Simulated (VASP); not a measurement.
# CaO (P1) in VASP: a series of runs, part 2 of 2

VASP 6.6.1. The steps go on from the part before.

### 4 Single point, PBE

Input file INCAR:

```
SYSTEM = CaO
  ALGO = Normal
  EDIFF = 1E-6
  ENCUT = 520
  GGA = PE
  GGA_COMPAT = .FALSE.
  ISIF = 2
  ISMEAR = -1
  ISYM = -1
  LASPH = .TRUE.
  LCHARG = .FALSE.
  LREAL = Auto
  LWAVE = .FALSE.
  NBANDS = 78
  NELM = 120
  PREC = Accurate
  SIGMA = 0.1551
```

Input file KPOINTS:

```
explicit points
4
Reciprocal
  0.25000000   0.25000000   0.25000000 2
  0.25000000   0.25000000   0.75000000 2
  0.25000000   0.75000000   0.25000000 2
  0.25000000   0.75000000   0.75000000 2
```

Input file POSCAR:

```
CaO
1.0
   -4.8218570000      4.8218570000      0.0000000000
   -4.8218570000      0.0000000000      4.8218570000
    0.0000000000      4.8218570000      4.8218570000
Ca O
8 8
Direct
   -0.0023278376      0.0059084083     -0.0249587451
    0.5197875010     -0.0051077832      0.0172624364
    0.0557616080      0.4804813789     -0.0595572411
    0.0022432229     -0.0011693628      0.5093976242
    0.4931251590      0.4945142504      0.0263589318
    0.5345808679     -0.0010418185      0.4560426616
   -0.0508863079      0.5509807736      0.4801570225
    0.5111160493      0.4554613503      0.5273073216
    0.7558773518      0.7356353579      0.7491069312
    0.2348848172      0.7610959844      0.7389837567
    0.6972020323      0.2727137076      0.7670585212
    0.7761609272      0.7742929747      0.2162851366
    0.2549848533      0.2383800474      0.6951161140
    0.1935197373      0.7324625139      0.3195871425
    0.7483818993      0.2253620338      0.2910429530
    0.2126355054      0.2450514397      0.2546771918
```

Potentials or basis: VASP PAW PBE potentials, release 64 (Ca_sv, O).

Started as:

```bash
$ cat potpaw_PBE.64/Ca_sv/POTCAR potpaw_PBE.64/O/POTCAR > POTCAR
$ mpirun -np 1 vasp_std > vasp.out
```

OUTCAR:

```text
SYSTEM = CaO
   EDIFF = 1E-6
   ENCUT = 520
   GGA = PE
   ISIF = 2
   ISMEAR = -1
   ISYM = -1
   LASPH = .TRUE.
   LREAL = Auto
   NELM = 120
   PREC = Accurate

 ion  position               nearest neighbor table
   1  0.998  0.006  0.975-  12 2.19  10 2.32  13 2.38  11 2.47   2 3.16
   2  0.520  0.995  0.017-  12 2.21  11 2.23  16 2.39   9 2.55   6 3.06   1 3.16
   3  0.056  0.480  0.940-  10 2.25  16 2.33  13 2.37   9 2.40   8 2.97
   4  0.002  0.999  0.509-  16 2.21  14 2.23  10 2.23  15 2.28   9 2.46
   5  0.493  0.495  0.026-  11 2.34   9 2.44  15 2.51  16 2.57   6 3.17
   6  0.535  0.999  0.456-  15 2.16  12 2.24  13 2.32   9 2.49  16 2.56   7 2.95   2 3.06   5 3.17

   7  0.949  0.551  0.480-  14 2.10  12 2.13   9 2.22  13 2.56  11 2.56   6 2.95
   8  0.511  0.455  0.527-  11 2.07  15 2.25  13 2.33  10 2.52  14 2.56   3 2.97
   9  0.756  0.736  0.749-   7 2.22   3 2.40   5 2.44   4 2.46   6 2.49   2 2.55
  10  0.235  0.761  0.739-   4 2.23   3 2.25   1 2.32   8 2.52
  11  0.697  0.273  0.767-   8 2.07   2 2.23   5 2.34   1 2.47   7 2.56
  12  0.776  0.774  0.216-   7 2.13   1 2.19   2 2.21   6 2.24
  13  0.255  0.238  0.695-   6 2.32   8 2.33   3 2.37   1 2.38   7 2.56
  14  0.194  0.732  0.320-   7 2.10   4 2.23   8 2.56
  15  0.748  0.225  0.291-   6 2.16   8 2.25   4 2.28   5 2.51
  16  0.213  0.245  0.255-   4 2.21   3 2.33   2 2.39   6 2.56   5 2.57

IMPORTANT INFORMATION: All symmetrisations will be switched off!
NOSYMM: (Re-)initialisation of all symmetry stuff for point group C_1.

----------------------------------------------------------------------------------------

                                     Primitive cell

  volume of cell :     224.2193

  direct lattice vectors                    reciprocal lattice vectors
    -4.821857000  4.821857000  0.000000000    -0.103694489  0.103694489 -0.103694489
    -4.821857000  0.000000000  4.821857000    -0.103694489 -0.103694489  0.103694489
     0.000000000  4.821857000  4.821857000     0.103694489  0.103694489  0.103694489

  length of vectors
     6.819135565  6.819135565  6.819135565     0.179604124  0.179604124  0.179604124

  position of ions in fractional coordinates (direct lattice)
     0.997672162  0.005908408  0.975041255
     0.519787501  0.994892217  0.017262436
     0.055761608  0.480481379  0.940442759
     0.002243223  0.998830637  0.509397624
     0.493125159  0.494514250  0.026358932
     0.534580868  0.998958182  0.456042662
[... 8 lines left out ...]
     0.748381899  0.225362034  0.291042953
     0.212635505  0.245051440  0.254677192

  ion indices of the primitive-cell ions
   primitive index   ion index
                 1           1
                 2           2
                 3           3
                 4           4
                 5           5
                 6           6
[... 8 lines left out ...]
                15          15
                16          16

----------------------------------------------------------------------------------------

 KPOINTS: explicit points

Read explicit list of k-points.

 Found      4 k-points:

 Following reciprocal coordinates:
            Coordinates               Weight
  0.250000  0.250000  0.250000      0.250000
  0.250000  0.250000  0.750000      0.250000
  0.250000  0.750000  0.250000      0.250000
  0.250000  0.750000  0.750000      0.250000
   k-points           NKPTS =      4   k-points in BZ     NKDIM =      4   number of bands    NBANDS=     78
   number of dos      NEDOS =    301   number of ions     NIONS =     16
   total plane-waves  NPLWV = 157464
   dimension x,y,z NGX =    54 NGY =   54 NGZ =   54
   dimension x,y,z NGXF=   108 NGYF=  108 NGZF=  108
   ions per type =               8   8
   NGX,Y,Z   is equivalent  to a cutoff of  13.16, 13.16, 13.16 a.u.
   NGXF,Y,Z  is equivalent  to a cutoff of  26.33, 26.33, 26.33 a.u.
 SYSTEM =  CaO
   PREC   = accura    normal or accurate (medium, high low for compatibility)
   ISTART =      0    job   : 0-new  1-cont  2-samecut
   ICHARG =      2    charge: 1-file 2-atom 10-const
   ISPIN  =      1    spin polarized calculation?
   LNONCOLLINEAR =      F non collinear calculations
   LSORBIT =      F    spin-orbit coupling
   LASPH  =      T    aspherical Exc in radial PAW
   ENCUT  =  520.0 eV  38.22 Ry    6.18 a.u.  12.68 12.68 12.68*2*pi/ulx,y,z
   NELM   =    120;   NELMIN=  2; NELMDL= -5     # of ELM steps
   EDIFF  = 0.1E-05   stopping-criterion for ELM
   LREAL  =      T    real-space projection
   EDIFFG = 0.1E-04   stopping-criterion for IOM
   NSW    =      0    number of steps for IOM
   IBRION =     -1    ionic relax: 0-MD 1-quasi-New 2-CG
   NFREE  =      0    steps in history (QN), initial steepest desc. (CG)
   ISIF   =      2    stress and relaxation
   ISYM   =     -1    0-nonsym 1-usesym 2-fastsym
   POTIM  = 0.5000    time-step for ionic-motion
   TEBEG  =    0.0;   TEEND  =   0.0 temperature during run
   PSTRESS=    0.0 pullay stress
   NELECT =     128.0000    total number of electrons
   NUPDOWN=      -1.0000    fix difference up-down
   EMIN   =  10.00;   EMAX   =-10.00  energy-range for DOS
   EFERMI =   0.00;   METHOD = LEGACY
   ISMEAR =    -1;   SIGMA  =   0.16  broadening in eV -4-tet -1-fermi 0-gaus
   EFERMI_NEDOS =   21; number of points for ismear=-14 and -15
   IALGO  =     38    algorithm
   IMIX   =      4    mixing-type and parameters
     AMIX     =   0.40;   BMIX     =  1.00
     AMIX_MAG =   1.60;   BMIX_MAG =  1.00
  volume/ion in A,a.u.               =      14.01        94.57
  Fermi-wavevector in a.u.,A,eV,Ry     =   1.358065  2.566370 25.093769  1.844340
  Thomas-Fermi vector in A             =   2.484930
   LORBIT       =      0    0 simple, 1 ext, 2 COOP (PROOUT), +10 PAW based schemes
   GGA     = PE    functional components
   LHFCALC =     F    Hartree Fock is set to
   AEXX    =    0.0000 exact exchange contribution
   IVDW    =     0    specifies the selected vdW correction
   LEPSILON=     F    determine dielectric tensor
   LRPA    =     F    only Hartree local field effects (RPA)
 non-spin polarized calculation
  energy-cutoff  :      520.00
  volume of cell :      224.22
 maximum number of plane-waves:      6045
 NGX is ok and might be reduce to    50
   NGX = 25   NGY = 25   NGZ = 25

 number of electron     128.0000001 magnetization

 Free energy of the ion-electron system (eV)
  ---------------------------------------------------
  ext. energy  EPLUGINS =         0.00000000
  ---------------------------------------------------
  free energy    TOTEN  =       -98.81541077 eV

  energy without entropy =      -98.81539514  energy(sigma->0) =      -98.81540295

 E-fermi :   4.4592     XC(G=0): -10.3895

 val. band max:        2.3808983885   @ k =   0.2500   0.7500   0.7500
 cond. band min:       6.4330599333   @ k =   0.2500   0.2500   0.2500
 fundamental gap:      4.0521615448
 Fermi energy:         4.4592137515

 k-point     1 :       0.2500    0.2500    0.2500
  band No.  band energies     occupation
      1     -36.0337      2.00000
      2     -35.7630      2.00000
      3     -35.4901      2.00000
      4     -35.4376      2.00000
      5     -35.1945      2.00000
      6     -35.1288      2.00000
[... 68 lines left out ...]
     75       9.0912      0.00000
     76       9.2789      0.00000

 k-point     2 :       0.2500    0.2500    0.7500
  band No.  band energies     occupation
      1     -36.0333      2.00000
      2     -35.7623      2.00000
      3     -35.4890      2.00000
      4     -35.4368      2.00000
      5     -35.1963      2.00000
      6     -35.1298      2.00000
[... 68 lines left out ...]
     75       9.0347      0.00000
     76       9.1016      0.00000

 k-point     3 :       0.2500    0.7500    0.2500
  band No.  band energies     occupation
      1     -36.0330      2.00000
      2     -35.7618      2.00000
      3     -35.4912      2.00000
      4     -35.4374      2.00000
      5     -35.1949      2.00000
      6     -35.1286      2.00000
[... 68 lines left out ...]
     75       9.0944      0.00000
     76       9.1627      0.00000

 k-point     4 :       0.2500    0.7500    0.7500
  band No.  band energies     occupation
      1     -36.0331      2.00000
      2     -35.7620      2.00000
      3     -35.4907      2.00000
      4     -35.4368      2.00000
      5     -35.1950      2.00000
      6     -35.1296      2.00000
[... 68 lines left out ...]
     75       8.9729      0.00000
     76       9.1212      0.00000
 [bands above 76 left out]

------------------------ aborting loop because EDIFF is reached ----------------------------------------

  FORCE on cell =-STRESS in cart. coord.  units (eV):
  Direction    XX          YY          ZZ          XY          YZ          ZX
  --------------------------------------------------------------------------------------
  -------------------------------------------------------------------------------------
  Total       11.1050671     11.4185752      6.1947733      0.1685683     -0.2530074     -1.0763309
  in kB       79.3521673     81.5923653     44.2652608      1.2045187     -1.8078854     -7.6910110
  external PRESSURE =      68.4032645 kB  Pullay stress =       0.0000000 kB

 VOLUME and BASIS-vectors are now :
 -----------------------------------------------------------------------------
  energy-cutoff  :      520.00
  volume of cell :      224.22
      direct lattice vectors                 reciprocal lattice vectors
    -4.821857000  4.821857000  0.000000000    -0.103694489  0.103694489 -0.103694489
    -4.821857000  0.000000000  4.821857000    -0.103694489 -0.103694489  0.103694489
     0.000000000  4.821857000  4.821857000     0.103694489  0.103694489  0.103694489

 POSITION                                       TOTAL-FORCE (eV/Angst)
 -----------------------------------------------------------------------------------
     -4.83912      9.51214      4.73000        -1.437265      0.889759     -0.110981
     -7.30357      2.58958      4.88046         1.572877     -1.176752     -0.946033
     -2.58569      4.80355      6.85149         1.157623     -0.310984      1.220646
     -4.82703      2.46706      7.27246         0.193094     -0.460241     -0.415866
     -4.76226      2.50488      2.51158        -0.391427     -0.560826      0.647270
     -7.39451      4.77665      7.01581         1.927086      0.165951      2.335416
[... 8 lines left out ...]
     -4.69525      5.01196      2.49003        -1.124167     -1.624710     -0.672733
     -2.20690      2.25332      2.40962        -1.707544      0.338005     -0.762890
 -----------------------------------------------------------------------------------
    total drift:                               -0.005123      0.001301     -0.000088

  FREE ENERGIE OF THE ION-ELECTRON SYSTEM (eV)
  ---------------------------------------------------
  free  energy   TOTEN  =       -98.8154107662 eV

  energy  without entropy=      -98.8153951358  energy(sigma->0) =      -98.81540295
```

Wall time 2.8 min (1 thread of Intel Xeon Platinum 8488C (Sapphire Rapids), shared host); peak memory 0.39 GiB.

What came out:

* Free energy: -98.8154 eV
* Pressure: 6.8 GPa
* Largest force: 3.095 eV/Å
* Band gap on the k mesh: 4.05 eV (least direct gap 4.06 eV)

Forces in eV/Å, atoms in the order of the input:
```
Ca  -1.437  0.890 -0.111
Ca   1.573 -1.177 -0.946
Ca   1.158 -0.311  1.221
Ca   0.193 -0.460 -0.416
Ca  -0.391 -0.561  0.647
Ca   1.927  0.166  2.335
Ca   0.920  2.476 -1.612
Ca  -0.382 -2.869 -0.095
O    0.758  0.061  1.210
O   -0.101  1.406 -0.220
O   -0.147  2.074  0.134
O    1.071 -1.228 -0.361
O    0.164  1.010  1.270
O   -2.474 -0.190 -1.621
O   -1.124 -1.625 -0.673
O   -1.708  0.338 -0.763
```

Caveat: the cell stands under pressure; the atoms stand as in a frame of molecular dynamics; a shifted mesh leaves out Γ, where band edges can lie; forces of over 1 eV/Å act on the atoms, so gaps and moduli don't describe the material at rest.

### 5 Overview

```csv
cell,gap on the mesh (eV),pressure (GPa),largest force (eV/Å)
"a = 6.535 Å, angles 60.0°, 16 atoms, atomic positions A",4.10,25.1,5.49
"a = 6.650 Å, angles 60.0°, 16 atoms, atomic positions B",4.12,15.7,5.24
"a = 6.819 Å, angles 60.0°, 16 atoms, atomic positions C",4.05,6.8,3.09
```

Alike in all rows: task single point; level PBE; potentials or basis VASP PAW PBE potentials, release 64 (Ca_sv, O); no spin polarisation; k mesh 2 × 2 × 2, shifted; cutoff (eV) 520; smearing fermi-dirac 0.1551 eV.

Caveats: the atoms stand as in a frame of molecular dynamics; a shifted mesh leaves out Γ, where band edges can lie; forces of over 1 eV/Å act on the atoms, so gaps and moduli don't describe the material at rest; the cell stands under pressure (at least some runs); the stress differs along the axes, from 23 to 29 GPa (at least some runs).

Absolute energies hang on the potentials; compare differences alone.
